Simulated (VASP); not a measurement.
# WC (F-43m) in VASP: a series of runs

Runs on WC. Level: PBE. Tasks: single point.

All numbers are computed with VASP 6.6.1; they aren't measurements. Logs are shortened: lines on timing, memory, paths and dates and some standing lists are left out, and cuts for length are marked.

### 1 The cell of the first run

Symmetry: F-43m, No. 216, cubic system. Conventional cell: a = 4.701 Å, b = 4.701 Å, c = 4.701 Å, α = 90.00°, β = 90.00°, γ = 90.00°. Within 2.7 Å of W (site symmetry -43m) lie 4 C at 2.04 Å. Within 2.7 Å of C (site symmetry -43m) lie 4 W at 2.04 Å.

The cell was generated, and may not be a known phase.

### 2 Single point, PBE

Contents of INCAR:

```
SYSTEM = WC
  PREC = Accurate
  ENCUT = 600
  EDIFF = 1E-6
  ISMEAR = 0
  SIGMA = 0.2
  LREAL = .FALSE.
  LASPH = .TRUE.
  NELM = 120
  ALGO = Normal
  ISIF = 2
  LWAVE = .FALSE.
  LCHARG = .FALSE.
  GGA = PE
  NBANDS = 16
  GGA_COMPAT = .FALSE.
```

Contents of KPOINTS:

```
regular mesh
0
G
  6 6 6
  0 0 0
```

Contents of POSCAR:

```
WC
1.0
    0.0000000000      2.3507089677      2.3507089677
    2.3507089677      0.0000000000      2.3507089677
    2.3507089677      2.3507089677      0.0000000000
W C
1 1
Direct
    0.0000000000      0.0000000000      0.0000000000
    0.2500000000      0.2500000000      0.2500000000
```

Potentials or basis: VASP PAW PBE potentials, release 64 (W_sv, C).

The run is started by

```bash
> cat potpaw_PBE.64/W_sv/POTCAR potpaw_PBE.64/C/POTCAR > POTCAR
> mpirun -np 1 vasp_std > vasp.out
```

OUTCAR:

```text
SYSTEM = WC
   PREC = Accurate
   ENCUT = 600
   EDIFF = 1E-6
   ISMEAR = 0
   LREAL = .FALSE.
   LASPH = .TRUE.
   NELM = 120
   ISIF = 2
   GGA = PE

 ion  position               nearest neighbor table
   1  0.000  0.000  0.000-   2 2.04   2 2.04   2 2.04   2 2.04
   2  0.250  0.250  0.250-   1 2.04   1 2.04   1 2.04   1 2.04

  LATTYP: Found a face centered cubic cell.
 ALAT       =     4.7014179354

  Lattice vectors:

 A1 = (   0.0000000000,   2.3507089677,   2.3507089677)
 A2 = (   2.3507089677,   0.0000000000,   2.3507089677)
 A3 = (   2.3507089677,   2.3507089677,   0.0000000000)

Analysis of symmetry for initial positions (statically):
=====================================================================
 Subroutine PRICEL returns:
 Original cell was already a primitive cell.

 Routine SETGRP: Setting up the symmetry group for a
 face centered cubic supercell.

 Subroutine GETGRP returns: Found 24 space group operations
 (whereof 24 operations were pure point group operations)
 out of a pool of 48 trial point group operations.

The static configuration has the point symmetry T_d .

Analysis of symmetry for dynamics (positions and initial velocities):
=====================================================================
 Subroutine PRICEL returns:
 Original cell was already a primitive cell.

 Routine SETGRP: Setting up the symmetry group for a
 face centered cubic supercell.

 Subroutine GETGRP returns: Found 24 space group operations
 (whereof 24 operations were pure point group operations)
 out of a pool of 48 trial point group operations.

The dynamic configuration has the point symmetry T_d .

 Subroutine INISYM returns: Found 24 space group operations
 (whereof 24 operations are pure point group operations),
 and found     1 'primitive' translations

----------------------------------------------------------------------------------------

                                     Primitive cell

  volume of cell :      25.9792

  direct lattice vectors                    reciprocal lattice vectors
     0.000000000  2.350708968  2.350708968    -0.212701788  0.212701788  0.212701788
     2.350708968  0.000000000  2.350708968     0.212701788 -0.212701788  0.212701788
     2.350708968  2.350708968  0.000000000     0.212701788  0.212701788 -0.212701788

  length of vectors
     3.324404503  3.324404503  3.324404503     0.368410303  0.368410303  0.368410303

  position of ions in fractional coordinates (direct lattice)
     0.000000000  0.000000000  0.000000000
     0.250000000  0.250000000  0.250000000

  ion indices of the primitive-cell ions
   primitive index   ion index
                 1           1
                 2           2

----------------------------------------------------------------------------------------

 KPOINTS: regular mesh

Automatic generation of k-mesh.
 Grid dimensions read from file:
 generate k-points for:    6    6    6

 Generating k-lattice:

  Cartesian coordinates                     Fractional coordinates (reciprocal lattice)
    -0.035450298  0.035450298  0.035450298     0.166666667  0.000000000  0.000000000
     0.035450298 -0.035450298  0.035450298     0.000000000  0.166666667  0.000000000
     0.035450298  0.035450298 -0.035450298     0.000000000  0.000000000  0.166666667

  Length of vectors
     0.061401717  0.061401717  0.061401717

  Shift w.r.t. Gamma in fractional coordinates (k-lattice)
     0.000000000  0.000000000  0.000000000

 Subroutine IBZKPT returns following result:
 ===========================================

 Found     16 irreducible k-points:

 Following reciprocal coordinates:
            Coordinates               Weight
  0.000000  0.000000  0.000000      1.000000
  0.166667  0.000000  0.000000      8.000000
  0.333333  0.000000  0.000000      8.000000
  0.500000  0.000000  0.000000      4.000000
  0.166667  0.166667  0.000000      6.000000
  0.333333  0.166667  0.000000     24.000000
[... 8 lines left out ...]
 -0.333333  0.333333  0.166667     24.000000
 -0.333333  0.500000  0.166667     12.000000
   k-points           NKPTS =     16   k-points in BZ     NKDIM =     16   number of bands    NBANDS=     16
   number of dos      NEDOS =    301   number of ions     NIONS =      2
   total plane-waves  NPLWV =  21952
   dimension x,y,z NGX =    28 NGY =   28 NGZ =   28
   dimension x,y,z NGXF=    56 NGYF=   56 NGZF=   56
   ions per type =               1   1
   NGX,Y,Z   is equivalent  to a cutoff of  14.00, 14.00, 14.00 a.u.
   NGXF,Y,Z  is equivalent  to a cutoff of  28.00, 28.00, 28.00 a.u.
 SYSTEM =  WC
   PREC   = accura    normal or accurate (medium, high low for compatibility)
   ISTART =      0    job   : 0-new  1-cont  2-samecut
   ICHARG =      2    charge: 1-file 2-atom 10-const
   ISPIN  =      1    spin polarized calculation?
   LNONCOLLINEAR =      F non collinear calculations
   LSORBIT =      F    spin-orbit coupling
   LASPH  =      T    aspherical Exc in radial PAW
   ENCUT  =  600.0 eV  44.10 Ry    6.64 a.u.   6.64  6.64  6.64*2*pi/ulx,y,z
   NELM   =    120;   NELMIN=  2; NELMDL= -5     # of ELM steps
   EDIFF  = 0.1E-05   stopping-criterion for ELM
   LREAL  =      F    real-space projection
   EDIFFG = 0.1E-04   stopping-criterion for IOM
   NSW    =      0    number of steps for IOM
   IBRION =     -1    ionic relax: 0-MD 1-quasi-New 2-CG
   NFREE  =      0    steps in history (QN), initial steepest desc. (CG)
   ISIF   =      2    stress and relaxation
   ISYM   =      2    0-nonsym 1-usesym 2-fastsym
   POTIM  = 0.5000    time-step for ionic-motion
   TEBEG  =    0.0;   TEEND  =   0.0 temperature during run
   PSTRESS=    0.0 pullay stress
   NELECT =      18.0000    total number of electrons
   NUPDOWN=      -1.0000    fix difference up-down
   EMIN   =  10.00;   EMAX   =-10.00  energy-range for DOS
   EFERMI =   0.00;   METHOD = LEGACY
   ISMEAR =     0;   SIGMA  =   0.20  broadening in eV -4-tet -1-fermi 0-gaus
   EFERMI_NEDOS =   21; number of points for ismear=-14 and -15
   IALGO  =     38    algorithm
   IMIX   =      4    mixing-type and parameters
     AMIX     =   0.40;   BMIX     =  1.00
     AMIX_MAG =   1.60;   BMIX_MAG =  1.00
  volume/ion in A,a.u.               =      12.99        87.66
  Fermi-wavevector in a.u.,A,eV,Ry     =   1.448628  2.737510 28.552130  2.098522
  Thomas-Fermi vector in A             =   2.566447
   LORBIT       =      0    0 simple, 1 ext, 2 COOP (PROOUT), +10 PAW based schemes
   GGA     = PE    functional components
   LHFCALC =     F    Hartree Fock is set to
   AEXX    =    0.0000 exact exchange contribution
   IVDW    =     0    specifies the selected vdW correction
   LEPSILON=     F    determine dielectric tensor
   LRPA    =     F    only Hartree local field effects (RPA)
 non-spin polarized calculation
 Gauss-broadening in eV      SIGMA  =   0.20
  energy-cutoff  :      600.00
  volume of cell :       25.98
 maximum number of plane-waves:       893
 NGX is ok and might be reduce to    28
   NGX = 13   NGY = 13   NGZ = 13

 number of electron      18.0000001 magnetization

 Free energy of the ion-electron system (eV)
  ---------------------------------------------------
  ext. energy  EPLUGINS =         0.00000000
  ---------------------------------------------------
  free energy    TOTEN  =       -21.08732416 eV

  energy without entropy =      -21.06722333  energy(sigma->0) =      -21.07727374

 E-fermi :   8.7939     XC(G=0): -12.3094

 val. band max:        8.6128908156   @ k =   0.1667   0.0000   0.0000
 cond. band min:       8.8139114568   @ k =   0.0000   0.0000   0.0000
 fundamental gap:      0.2010206412
 Fermi energy:         8.7939376402

 k-point     1 :       0.0000    0.0000    0.0000
  band No.  band energies     occupation
      1     -65.9052      2.00000
      2     -30.0368      2.00000
      3     -30.0368      2.00000
      4     -30.0368      2.00000
      5      -4.8677      2.00000
      6       3.2332      2.00000
[... 8 lines left out ...]
     15      22.8887      0.00000
     16      22.8887      0.00000

 k-point     2 :       0.1667    0.0000    0.0000
  band No.  band energies     occupation
      1     -65.9018      2.00000
      2     -30.1138      2.00000
      3     -30.0483      2.00000
      4     -30.0483      2.00000
      5      -4.3765      2.00000
      6       2.8759      2.00000
[... 8 lines left out ...]
     15      19.5317      0.00000
     16      22.9613      0.00000

 k-point     3 :       0.3333    0.0000    0.0000
  band No.  band energies     occupation
      1     -65.8947      2.00000
      2     -30.2647      2.00000
      3     -30.0713      2.00000
      4     -30.0713      2.00000
      5      -3.4012      2.00000
      6       2.7966      2.00000
[... 8 lines left out ...]
     15      18.0009      0.00000
     16      24.2821      0.00000

 k-point     4 :       0.5000    0.0000    0.0000
  band No.  band energies     occupation
      1     -65.8912      2.00000
      2     -30.3386      2.00000
      3     -30.0827      2.00000
      4     -30.0827      2.00000
      5      -2.9622      2.00000
      6       3.2739      2.00000
[... 8 lines left out ...]
     15      19.9928      0.00000
     16      25.3178      0.00000
[... 172 lines left out ...]
 k-point    14 :       0.5000    0.3333    0.1667
  band No.  band energies     occupation
      1     -65.8901      2.00000
      2     -30.2666      2.00000
      3     -30.1618      2.00000
      4     -30.1085      2.00000
      5      -2.6923      2.00000
      6       2.4770      2.00000
[... 8 lines left out ...]
     15      19.4083      0.00000
     16      22.2129      0.00000

 k-point    15 :      -0.3333    0.3333    0.1667
  band No.  band energies     occupation
      1     -65.8878      2.00000
      2     -30.2790      2.00000
      3     -30.1966      2.00000
      4     -30.1259      2.00000
      5      -2.3806      2.00000
      6       3.1256      2.00000
[... 8 lines left out ...]
     15      20.8314      0.00000
     16      22.1678      0.00000

 k-point    16 :      -0.3333    0.5000    0.1667
  band No.  band energies     occupation
      1     -65.8867      2.00000
      2     -30.2872      2.00000
      3     -30.1924      2.00000
      4     -30.1530      2.00000
      5      -2.2197      2.00000
      6       2.3615      2.00000
[... 8 lines left out ...]
     15      21.1545      0.00000
     16      21.4286      0.00000

------------------------ aborting loop because EDIFF is reached ----------------------------------------

  FORCE on cell =-STRESS in cart. coord.  units (eV):
  Direction    XX          YY          ZZ          XY          YZ          ZX
  --------------------------------------------------------------------------------------
  -------------------------------------------------------------------------------------
  Total        0.0575771      0.0575771      0.0575771      0.0000000      0.0000000      0.0000000
  in kB        3.5508601      3.5508601      3.5508601      0.0000000      0.0000000      0.0000000
  external PRESSURE =       3.5508601 kB  Pullay stress =       0.0000000 kB

 VOLUME and BASIS-vectors are now :
 -----------------------------------------------------------------------------
  energy-cutoff  :      600.00
  volume of cell :       25.98
      direct lattice vectors                 reciprocal lattice vectors
     0.000000000  2.350708968  2.350708968    -0.212701788  0.212701788  0.212701788
     2.350708968  0.000000000  2.350708968     0.212701788 -0.212701788  0.212701788
     2.350708968  2.350708968  0.000000000     0.212701788  0.212701788 -0.212701788

 POSITION                                       TOTAL-FORCE (eV/Angst)
 -----------------------------------------------------------------------------------
      0.00000      0.00000      0.00000        -0.000000     -0.000000     -0.000000
      1.17535      1.17535      1.17535         0.000000      0.000000      0.000000
 -----------------------------------------------------------------------------------
    total drift:                                0.000000      0.000000      0.000000

  FREE ENERGIE OF THE ION-ELECTRON SYSTEM (eV)
  ---------------------------------------------------
  free  energy   TOTEN  =       -21.0873241560 eV

  energy  without entropy=      -21.0672233251  energy(sigma->0) =      -21.07727374
```

Wall time 6.8 s (1 thread of Intel Xeon Platinum 8488C (Sapphire Rapids), shared host); peak memory 0.15 GiB.

Results:

```yaml
Free_energy: -21.0873 eV
Pressure: 0.4 GPa
Band_gap_on_the_k_mesh: zero (bands 9 and 10 overlap by 1.05 eV)
```

Caveat: the k points lie up to 0.39 Å⁻¹ apart, too coarse for converged energies and pressures of a metal; spin-orbit coupling is left out, which moves the levels of the heavy elements.

### 3 Single point, PBE

Contents of INCAR:

```
PREC = Accurate
ENCUT = 600
EDIFF = 1E-6
ISMEAR = 0
SIGMA = 0.2
LREAL = F
LASPH = T
NELM = 120
ALGO = Normal
ISIF = 2
LWAVE = F
LCHARG = F
GGA = PE
NBANDS = 16
GGA_COMPAT = F
```

Contents of KPOINTS:

```
regular mesh
0
Gamma
  7 7 7
```

Contents of POSCAR:

```
WC
1.0
    0.0000000000      2.3498917949      2.3498917949
    2.3498917949      0.0000000000      2.3498917949
    2.3498917949      2.3498917949      0.0000000000
W C
1 1
Direct
    0.2500000000      0.2500000000      0.2500000000
    0.0000000000      0.0000000000      0.0000000000
```

Potentials or basis: VASP PAW PBE potentials, release 64 (W_sv, C).

The run is started by

```bash
> cat potpaw_PBE.64/W_sv/POTCAR potpaw_PBE.64/C/POTCAR > POTCAR
> mpirun -np 1 vasp_std > vasp.out
```

It took 7 s on 1 thread of Intel Xeon Platinum 8488C (Sapphire Rapids), shared host; peak memory 0.16 GiB.

Results (log left out):

* Free energy: -21.1051 eV
* Pressure: 0.4 GPa
* Band gap on the k mesh: zero (bands 9 and 10 overlap by 1.04 eV)

Levels at points of the mesh, in eV from the Fermi level:
| k point | band 5 | band 6 | band 7 | band 8 | band 9 | band 10 | band 11 | band 12 | band 13 | band 14 |
| --- | --- | --- | --- | --- | --- | --- | --- | --- | --- | --- |
| (0.00, 0.00, 0.00) | -13.70 | -5.60 | -5.60 | -5.60 | -0.01 | -0.01 | 2.69 | 7.57 | 7.57 | 7.57 |

Caveat: spin-orbit coupling is left out, which moves the levels of the heavy elements.

### 4 Single point, PBE

Contents of INCAR:

```
PREC     = Accurate       # precision mode
ENCUT    = 600            # plane-wave cutoff, eV
EDIFF    = 1E-6           # SCF threshold, eV
ISMEAR   = 0              # smearing method
SIGMA    = 0.2            # smearing width, eV
LREAL    = False          # projectors in reciprocal space
LASPH    = True           # aspherical terms in the spheres
NELM     = 120            # most SCF steps
ALGO     = Normal         # electronic algorithm
ISIF     = 2              # what is computed and relaxed
LWAVE    = False          # write WAVECAR
LCHARG   = False          # write CHGCAR
GGA      = PE             # functional
NBANDS   = 16             # bands
GGA_COMPAT= False
```

KPOINTS is that of step 3.

Contents of POSCAR:

```
WC
1.0
    0.0000000000      2.3493922978      2.3493922978
    2.3493922978      0.0000000000      2.3493922978
    2.3493922978      2.3493922978      0.0000000000
W C
1 1
Direct
    0.0000000000      0.0000000000      0.0000000000
    0.7500000000      0.7500000000      0.7500000000
```

The run is started by

```bash
> cat potpaw_PBE.64/W_sv/POTCAR potpaw_PBE.64/C/POTCAR > POTCAR
> mpirun -np 1 vasp_std > vasp.out
```

Run time: 7 s. Hardware: 1 thread of Intel Xeon Platinum 8488C (Sapphire Rapids), shared host; peak memory 0.16 GiB.

The run converged. Its results:

| Quantity | Value |
| --- | --- |
| Free energy | -21.1050 eV |
| Pressure | 0.6 GPa |
| Band gap on the k mesh | zero (bands 9 and 10 overlap by 1.04 eV) |

Levels at points of the mesh, in eV from the Fermi level:
```
           k point  band 5  band 6  band 7  band 8  band 9  band 10  band 11  band 12  band 13  band 14
(0.00, 0.00, 0.00)  -13.70   -5.60   -5.60   -5.60   -0.01    -0.01     2.69     7.57     7.57     7.57
```

Caveat: spin-orbit coupling is left out, which moves the levels of the heavy elements.

### 5 Single point, PBE

Contents of INCAR:

```
SYSTEM = WC
PREC = Accurate ; ENCUT = 600
EDIFF = 1E-6 ; ISMEAR = 0
SIGMA = 0.2 ; LREAL = .FALSE.
LASPH = .TRUE. ; NELM = 120
ALGO = Normal ; ISIF = 2
LWAVE = .FALSE. ; LCHARG = .FALSE.
GGA = PE ; NBANDS = 16
GGA_COMPAT = .FALSE.
```

Contents of KPOINTS:

```
regular mesh
0
G
  7 7 7
  0 0 0
```

Contents of POSCAR:

```
WC
1.0
    0.0000000000      2.3508197901      2.3508197901
    2.3508197901      0.0000000000      2.3508197901
    2.3508197901      2.3508197901      0.0000000000
W C
1 1
Direct
    0.7500000000      0.7500000000      0.7500000000
    0.0000000000      0.0000000000      0.0000000000
```

The run is started by

```bash
> cat potpaw_PBE.64/W_sv/POTCAR potpaw_PBE.64/C/POTCAR > POTCAR
> mpirun -np 1 vasp_std > vasp.out
```

Run time: 6.9 s. Hardware: 1 thread of Intel Xeon Platinum 8488C (Sapphire Rapids), shared host; peak memory 0.16 GiB.

The run converged. Its results:

| Item | Value |
| --- | --- |
| Free energy | -21.1051 eV |
| Pressure | 0.1 GPa |
| Band gap on the k mesh | zero (bands 9 and 10 overlap by 1.04 eV) |

Levels at points of the mesh, in eV from the Fermi level:
| k point | band 7 | band 8 | band 9 | band 10 | band 11 | band 12 |
| --- | --- | --- | --- | --- | --- | --- |
| (0.00, 0.00, 0.00) | -5.59 | -5.59 | -0.01 | -0.01 | 2.69 | 7.56 |

Caveat: spin-orbit coupling is left out, which moves the levels of the heavy elements.

### 6 The runs side by side

```csv
cell,k mesh,gap on the mesh (eV),pressure (GPa)
"a = 3.324 Å, angles 60.0°, 2 atoms",6 × 6 × 6,none,0.4
"a = 3.323 Å, angles 60.0°, 2 atoms",7 × 7 × 7,none,0.6
"a = 3.325 Å, angles 60.0°, 2 atoms",7 × 7 × 7,none,0.1
```

Alike in all rows: task single point; level PBE; potentials or basis VASP PAW PBE potentials, release 64 (W_sv, C); no spin polarisation; cutoff (eV) 600; smearing gaussian 0.2 eV.

Caveats: some runs use coarse meshes; spin-orbit coupling is left out, which moves the levels of the heavy elements.

Total energies depend on the potentials used, so only differences within one code and one set of settings carry meaning.

The gap in the log of VASP goes by the Fermi energy; the results here count the filled bands.